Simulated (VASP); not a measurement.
# KCl in VASP: notebook

KCl is run at these levels: PBE, r2SCAN; tasks: single point.

Everything below comes from runs of VASP 6.6.1. Logs are shortened: lines on timing, memory, paths and dates and some standing lists are left out, and cuts for length are marked.

## 1. The cell of the first run

It takes space group Pm-3m (No. 221, cubic). Conventional cell: a = 3.786 Å, b = 3.786 Å, c = 3.786 Å, α = 90.00°, β = 90.00°, γ = 90.00°. K (site symmetry m-3m) has 8 Cl at 3.28 Å and 6 K at 3.79 Å within 4.3 Å. Within 4.3 Å of Cl (site symmetry m-3m) lie 8 K at 3.28 Å and 6 Cl at 3.79 Å.

## 2. Single point, PBE (strain +0.4%)

Input file INCAR:

```
PREC = Accurate
ENCUT = 520
EDIFF = 1E-7
ISMEAR = -1
SIGMA = 0.02
LREAL = False
LASPH = True
NELM = 100
ALGO = Normal
ISIF = 2
LWAVE = False
LCHARG = False
GGA = PE
NBANDS = 15
```

Input file KPOINTS:

```
regular mesh
0
Gamma
  8 8 8
```

Input file POSCAR:

```
KCl
1.0
    3.7862529637      0.0000000000      0.0000000000
    0.0000000000      3.7862529637      0.0000000000
    0.0000000000      0.0000000000      3.7862529637
K Cl
1 1
Direct
    0.0000000000      0.0000000000      0.0000000000
    0.5000000000      0.5000000000      0.5000000000
```

Potentials or basis: VASP PAW PBE potentials, release 64 (K_sv, Cl).

Started as:

```bash
cat potpaw_PBE.64/K_sv/POTCAR potpaw_PBE.64/Cl/POTCAR > POTCAR
mpirun -np 1 vasp_std > vasp.out
```

OUTCAR:

```text
PREC = Accurate
   ENCUT = 520
   EDIFF = 1E-7
   ISMEAR = -1
   LREAL = False
   LASPH = True
   NELM = 100
   ISIF = 2
   GGA = PE

 ion  position               nearest neighbor table
   1  0.000  0.000  0.000-
   2  0.500  0.500  0.500-

  LATTYP: Found a simple cubic cell.
 ALAT       =     3.7862529637

  Lattice vectors:

 A1 = (   3.7862529637,   0.0000000000,   0.0000000000)
 A2 = (   0.0000000000,   3.7862529637,   0.0000000000)
 A3 = (   0.0000000000,   0.0000000000,   3.7862529637)

Analysis of symmetry for initial positions (statically):
=====================================================================
 Subroutine PRICEL returns:
 Original cell was already a primitive cell.

 Routine SETGRP: Setting up the symmetry group for a
 simple cubic supercell.

 Subroutine GETGRP returns: Found 48 space group operations
 (whereof 48 operations were pure point group operations)
 out of a pool of 48 trial point group operations.

The static configuration has the point symmetry O_h .

Analysis of symmetry for dynamics (positions and initial velocities):
=====================================================================
 Subroutine PRICEL returns:
 Original cell was already a primitive cell.

 Routine SETGRP: Setting up the symmetry group for a
 simple cubic supercell.

 Subroutine GETGRP returns: Found 48 space group operations
 (whereof 48 operations were pure point group operations)
 out of a pool of 48 trial point group operations.

The dynamic configuration has the point symmetry O_h .

 Subroutine INISYM returns: Found 48 space group operations
 (whereof 48 operations are pure point group operations),
 and found     1 'primitive' translations

----------------------------------------------------------------------------------------

                                     Primitive cell

  volume of cell :      54.2786

  direct lattice vectors                    reciprocal lattice vectors
     3.786252964  0.000000000  0.000000000     0.264113362  0.000000000  0.000000000
     0.000000000  3.786252964  0.000000000     0.000000000  0.264113362  0.000000000
     0.000000000  0.000000000  3.786252964     0.000000000  0.000000000  0.264113362

  length of vectors
     3.786252964  3.786252964  3.786252964     0.264113362  0.264113362  0.264113362

  position of ions in fractional coordinates (direct lattice)
     0.000000000  0.000000000  0.000000000
     0.500000000  0.500000000  0.500000000

  ion indices of the primitive-cell ions
   primitive index   ion index
                 1           1
                 2           2

----------------------------------------------------------------------------------------

 KPOINTS: regular mesh

Automatic generation of k-mesh.
 Grid dimensions read from file:
 generate k-points for:    8    8    8

 Generating k-lattice:

  Cartesian coordinates                     Fractional coordinates (reciprocal lattice)
     0.033014170  0.000000000  0.000000000     0.125000000  0.000000000  0.000000000
     0.000000000  0.033014170  0.000000000     0.000000000  0.125000000  0.000000000
     0.000000000  0.000000000  0.033014170     0.000000000  0.000000000  0.125000000

  Length of vectors
     0.033014170  0.033014170  0.033014170

  Shift w.r.t. Gamma in fractional coordinates (k-lattice)
     0.000000000  0.000000000  0.000000000

 Subroutine IBZKPT returns following result:
 ===========================================

 Found     35 irreducible k-points:

 Following reciprocal coordinates:
            Coordinates               Weight
  0.000000  0.000000  0.000000      1.000000
  0.125000  0.000000  0.000000      6.000000
  0.250000  0.000000  0.000000      6.000000
  0.375000  0.000000  0.000000      6.000000
  0.500000  0.000000  0.000000      3.000000
  0.125000  0.125000  0.000000     12.000000
[... 16 lines left out ...]
  0.375000  0.375000  0.125000     24.000000
  0.500000  0.375000  0.125000     24.000000
 [... further k-points ...]
   k-points           NKPTS =     35   k-points in BZ     NKDIM =     35   number of bands    NBANDS=     15
   number of dos      NEDOS =    301   number of ions     NIONS =      2
   total plane-waves  NPLWV =  21952
   dimension x,y,z NGX =    28 NGY =   28 NGZ =   28
   dimension x,y,z NGXF=    56 NGYF=   56 NGZF=   56
   ions per type =               1   1
   NGX,Y,Z   is equivalent  to a cutoff of  12.29, 12.29, 12.29 a.u.
   NGXF,Y,Z  is equivalent  to a cutoff of  24.59, 24.59, 24.59 a.u.
 SYSTEM =  unknown system
   PREC   = accura    normal or accurate (medium, high low for compatibility)
   ISTART =      0    job   : 0-new  1-cont  2-samecut
   ICHARG =      2    charge: 1-file 2-atom 10-const
   ISPIN  =      1    spin polarized calculation?
   LNONCOLLINEAR =      F non collinear calculations
   LSORBIT =      F    spin-orbit coupling
   LASPH  =      T    aspherical Exc in radial PAW
   ENCUT  =  520.0 eV  38.22 Ry    6.18 a.u.   7.04  7.04  7.04*2*pi/ulx,y,z
   NELM   =    100;   NELMIN=  2; NELMDL= -5     # of ELM steps
   EDIFF  = 0.1E-06   stopping-criterion for ELM
   LREAL  =      F    real-space projection
   EDIFFG = 0.1E-05   stopping-criterion for IOM
   NSW    =      0    number of steps for IOM
   IBRION =     -1    ionic relax: 0-MD 1-quasi-New 2-CG
   NFREE  =      0    steps in history (QN), initial steepest desc. (CG)
   ISIF   =      2    stress and relaxation
   ISYM   =      2    0-nonsym 1-usesym 2-fastsym
   POTIM  = 0.5000    time-step for ionic-motion
   TEBEG  =    0.0;   TEEND  =   0.0 temperature during run
   PSTRESS=    0.0 pullay stress
   NELECT =      16.0000    total number of electrons
   NUPDOWN=      -1.0000    fix difference up-down
   EMIN   =  10.00;   EMAX   =-10.00  energy-range for DOS
   EFERMI =   0.00;   METHOD = LEGACY
   ISMEAR =    -1;   SIGMA  =   0.02  broadening in eV -4-tet -1-fermi 0-gaus
   EFERMI_NEDOS =   21; number of points for ismear=-14 and -15
   IALGO  =     38    algorithm
   IMIX   =      4    mixing-type and parameters
     AMIX     =   0.40;   BMIX     =  1.00
     AMIX_MAG =   1.60;   BMIX_MAG =  1.00
  volume/ion in A,a.u.               =      27.14       183.15
  Fermi-wavevector in a.u.,A,eV,Ry     =   1.089528  2.058910 16.151095  1.187072
  Thomas-Fermi vector in A             =   2.225733
   LORBIT       =      0    0 simple, 1 ext, 2 COOP (PROOUT), +10 PAW based schemes
   GGA     = PE    functional components
   LHFCALC =     F    Hartree Fock is set to
   AEXX    =    0.0000 exact exchange contribution
   IVDW    =     0    specifies the selected vdW correction
   LEPSILON=     F    determine dielectric tensor
   LRPA    =     F    only Hartree local field effects (RPA)
 non-spin polarized calculation
  energy-cutoff  :      520.00
  volume of cell :       54.28
 maximum number of plane-waves:      1492
   NGX = 15   NGY = 15   NGZ = 15

 number of electron      16.0000007 magnetization

 Free energy of the ion-electron system (eV)
  ---------------------------------------------------
  ext. energy  EPLUGINS =         0.00000000
  ---------------------------------------------------
  free energy    TOTEN  =        -6.64924642 eV

  energy without entropy =       -6.64924642  energy(sigma->0) =       -6.64924642

 E-fermi :  -0.2150     XC(G=0):  -8.2531

 val. band max:       -0.6245496354   @ k =   0.5000   0.5000   0.0000
 cond. band min:       4.3508157638   @ k =   0.0000   0.0000   0.0000
 fundamental gap:      4.9753653992
 Fermi energy:        -0.2150430803

 k-point     1 :       0.0000    0.0000    0.0000
  band No.  band energies     occupation
      1     -28.6158      2.00000
      2     -13.2708      2.00000
      3     -11.9939      2.00000
      4     -11.9939      2.00000
      5     -11.9939      2.00000
      6      -0.8356      2.00000
      7      -0.8356      2.00000
      8      -0.8356      2.00000
      9       4.3508      0.00000
     10       5.9084      0.00000
     11       5.9084      0.00000
     12      10.1288      0.00000
     13      10.1288      0.00000
     14      10.1288      0.00000
     15      13.1564      0.00000

 k-point     2 :       0.1250    0.0000    0.0000
  band No.  band energies     occupation
      1     -28.6125      2.00000
      2     -13.2973      2.00000
      3     -11.9888      2.00000
      4     -11.9888      2.00000
      5     -11.9737      2.00000
      6      -1.1455      2.00000
      7      -0.8379      2.00000
      8      -0.8379      2.00000
      9       4.7264      0.00000
     10       6.0398      0.00000
     11       6.2442      0.00000
     12      10.0680      0.00000
     13      10.0680      0.00000
     14      10.2058      0.00000
     15      12.5464      0.00000

 k-point     3 :       0.2500    0.0000    0.0000
  band No.  band energies     occupation
      1     -28.6045      2.00000
      2     -13.3627      2.00000
      3     -11.9763      2.00000
      4     -11.9763      2.00000
      5     -11.9205      2.00000
      6      -1.7721      2.00000
      7      -0.8438      2.00000
      8      -0.8438      2.00000
      9       5.5982      0.00000
     10       6.4183      0.00000
     11       7.0562      0.00000
     12       9.9738      0.00000
     13       9.9738      0.00000
     14      10.4100      0.00000
     15      11.3062      0.00000
[... 343 lines left out ...]
 k-point    23 :       0.3750    0.3750    0.1250
  band No.  band energies     occupation
      1     -28.5754      2.00000
      2     -13.1080      2.00000
      3     -12.2007      2.00000
      4     -12.0744      2.00000
      5     -11.9768      2.00000
      6      -1.8900      2.00000
      7      -1.7780      2.00000
      8      -0.9182      2.00000
      9       6.2924      0.00000
     10       7.2847      0.00000
     11       8.4391      0.00000
     12       8.6262      0.00000
     13       9.6120      0.00000
     14       9.8576      0.00000
     15      12.0520      0.00000

 k-point    24 :       0.5000    0.3750    0.1250
  band No.  band energies     occupation
      1     -28.5723      2.00000
      2     -13.0497      2.00000
      3     -12.1967      2.00000
      4     -12.1579      2.00000
      5     -11.9744      2.00000
      6      -1.9779      2.00000
      7      -1.7674      2.00000
      8      -0.8948      2.00000
      9       6.1064      0.00000
     10       7.2247      0.00000
     11       8.3705      0.00000
     12       8.5092      0.00000
     13       9.9111      0.00000
     14      10.4709      0.00000
     15      11.7976      0.00000

 [... further k-points ...]
[... 5 lines left out ...]
  --------------------------------------------------------------------------------------
  -------------------------------------------------------------------------------------
  Total        0.2762174      0.2762174      0.2762174     -0.0000000      0.0000000      0.0000000
  in kB        8.1532878      8.1532878      8.1532878     -0.0000000      0.0000000      0.0000000
  external PRESSURE =       8.1532878 kB  Pullay stress =       0.0000000 kB

 VOLUME and BASIS-vectors are now :
 -----------------------------------------------------------------------------
  energy-cutoff  :      520.00
  volume of cell :       54.28
      direct lattice vectors                 reciprocal lattice vectors
     3.786252964  0.000000000  0.000000000     0.264113362  0.000000000  0.000000000
     0.000000000  3.786252964  0.000000000     0.000000000  0.264113362  0.000000000
     0.000000000  0.000000000  3.786252964     0.000000000  0.000000000  0.264113362

 POSITION                                       TOTAL-FORCE (eV/Angst)
 -----------------------------------------------------------------------------------
      0.00000      0.00000      0.00000         0.000000      0.000000      0.000000
      1.89313      1.89313      1.89313         0.000000      0.000000      0.000000
 -----------------------------------------------------------------------------------
    total drift:                               -0.000000      0.000000      0.000000

  FREE ENERGIE OF THE ION-ELECTRON SYSTEM (eV)
  ---------------------------------------------------
  free  energy   TOTEN  =        -6.6492464248 eV

  energy  without entropy=       -6.6492464248  energy(sigma->0) =       -6.64924642
```

It took 19 s on 1 thread of Intel Xeon Platinum 8488C (Sapphire Rapids), shared host; peak memory 0.16 GiB.

What came out:

```
Free energy            : -6.6492 eV
Pressure               : 0.8 GPa
Band gap on the k mesh : 4.98 eV, indirect (least direct gap 5.19 eV)
```

Caveat: the cell differs from its parent crystal (strain +0.4%). A k mesh can miss the band edges.

## 3. Single point, r2SCAN (strain +0.4%)

POSCAR is that of step 2.

Input file INCAR.step1:

```
SYSTEM = KCl
PREC     = Accurate       ! precision mode
ENCUT    = 520            ! plane-wave cutoff, eV
ISMEAR   = 0              ! smearing method
SIGMA    = 0.01           ! smearing width, eV
LREAL    = .False.        ! projectors in reciprocal space
LASPH    = .True.         ! aspherical terms in the spheres
NELM     = 100            ! most SCF steps
NBANDS   = 15             ! bands
GGA      = PE             ! functional
ALGO     = Normal         ! electronic algorithm
EDIFF    = 1E-4           ! SCF threshold, eV
LWAVE    = .True.         ! write WAVECAR
LCHARG   = .False.        ! write CHGCAR
```

Input file INCAR.step2:

```
SYSTEM = KCl
PREC     = Accurate       ! precision mode
ENCUT    = 520            ! plane-wave cutoff, eV
EDIFF    = 1E-6           ! SCF threshold, eV
ISMEAR   = 0              ! smearing method
SIGMA    = 0.01           ! smearing width, eV
LREAL    = .False.        ! projectors in reciprocal space
LASPH    = .True.         ! aspherical terms in the spheres
NELM     = 100            ! most SCF steps
ALGO     = Normal         ! electronic algorithm
ISIF     = 2              ! what is computed and relaxed
LWAVE    = .False.        ! write WAVECAR
LCHARG   = .False.        ! write CHGCAR
METAGGA  = R2SCAN         ! meta-GGA
LMIXTAU  = .True.       
NBANDS   = 15             ! bands
ISTART   = 1
```

Input file KPOINTS:

```
regular mesh
0
Gamma
  8 8 8
  0 0 0
```

Potentials or basis: VASP PAW PBE potentials, release 64 (K_sv, Cl).

Started as:

```bash
cat potpaw_PBE.64/K_sv/POTCAR potpaw_PBE.64/Cl/POTCAR > POTCAR
cp INCAR.step1 INCAR
mpirun -np 1 vasp_std > vasp.out
cp INCAR.step2 INCAR
mpirun -np 1 vasp_std > vasp.out
```

Run time: 69 s. Hardware: 1 thread of Intel Xeon Platinum 8488C (Sapphire Rapids), shared host; peak memory 0.17 GiB.

Results (log left out):

```
Free energy            : -16.4072 eV
Pressure               : -0.3 GPa
Band gap on the k mesh : 5.75 eV, indirect (least direct gap 5.96 eV)
```

Levels at points of the mesh, in eV from the valence-band top:
```
           k point  band 5  band 6  band 7  band 8  band 9  band 10  band 11  band 12
(0.00, 0.00, 0.00)  -11.72   -0.21   -0.21   -0.21    5.75     7.11     7.11    11.57
(0.50, 0.00, 0.00)  -11.58   -1.87   -0.23   -0.23    8.55     8.67     9.25    10.83
(0.50, 0.50, 0.00)  -11.66   -1.28   -1.28    0.00    6.86     8.07     9.72     9.72
(0.50, 0.50, 0.50)  -11.90   -1.42   -1.42   -1.42    9.63     9.63     9.63    10.91
```

Caveat: the cell differs from its parent crystal (strain +0.4%); the PAW data sets were made with another functional, which shifts forces and pressure a little. A k mesh can miss the band edges.

## 4. Single point, PBE (uniaxial z strain -4.7%)

Input file INCAR:

```
SYSTEM = KCl
PREC = Accurate
ENCUT = 520
EDIFF = 1E-6
ISMEAR = -1
SIGMA = 0.02
LREAL = .False.
LASPH = .True.
NELM = 80
ALGO = Normal
ISIF = 2
LWAVE = .False.
LCHARG = .False.
GGA = PE
NBANDS = 15
```

KPOINTS is that of step 3.

Input file POSCAR:

```
KCl
1.0
    3.7711682906      0.0000000000      0.0000000000
    0.0000000000      3.7711682906      0.0000000000
    0.0000000000      0.0000000000      3.5924149136
K Cl
1 1
Direct
    0.0000000000      0.0000000000      0.0000000000
    0.5000000000      0.5000000000      0.5000000000
```

Started as:

```bash
cat potpaw_PBE.64/K_sv/POTCAR potpaw_PBE.64/Cl/POTCAR > POTCAR
mpirun -np 1 vasp_std > vasp.out
```

It took 35 s on 1 thread of Intel Xeon Platinum 8488C (Sapphire Rapids), shared host; peak memory 0.19 GiB.

Results (log left out):

- Free energy: -6.6049 eV
- Pressure: 2.4 GPa
- Band gap on the k mesh: 5.05 eV, indirect (least direct gap 5.24 eV)

Stress tensor (GPa, compression positive):
```
1.61 0.00 0.00
0.00 1.61 0.00
0.00 0.00 3.99
```

Levels at points of the mesh, in eV from the valence-band top:
| k point | band 5 | band 6 | band 7 | band 8 | band 9 | band 10 | band 11 | band 12 |
| --- | --- | --- | --- | --- | --- | --- | --- | --- |
| (0.00, 0.00, 0.00) | -11.42 | -0.49 | -0.49 | -0.19 | 5.05 | 6.18 | 6.43 | 10.48 |
| (0.50, 0.00, 0.00) | -11.25 | -2.20 | -0.56 | -0.22 | 7.70 | 8.02 | 8.57 | 10.06 |
| (0.50, 0.50, 0.00) | -11.36 | -1.52 | -1.52 | 0.00 | 6.00 | 7.52 | 9.18 | 9.18 |
| (0.00, 0.00, 0.50) | -11.34 | -2.24 | -0.49 | -0.49 | 7.88 | 8.07 | 8.85 | 9.95 |
| (0.50, 0.00, 0.50) | -11.38 | -1.60 | -1.45 | -0.24 | 6.11 | 7.09 | 8.60 | 8.77 |
| (0.50, 0.50, 0.50) | -11.64 | -1.80 | -1.70 | -1.70 | 8.90 | 8.90 | 9.10 | 10.00 |

Caveat: the cell differs from its parent crystal (uniaxial z strain -4.7%). A k mesh can miss the band edges.

[end of part 1 of 2]
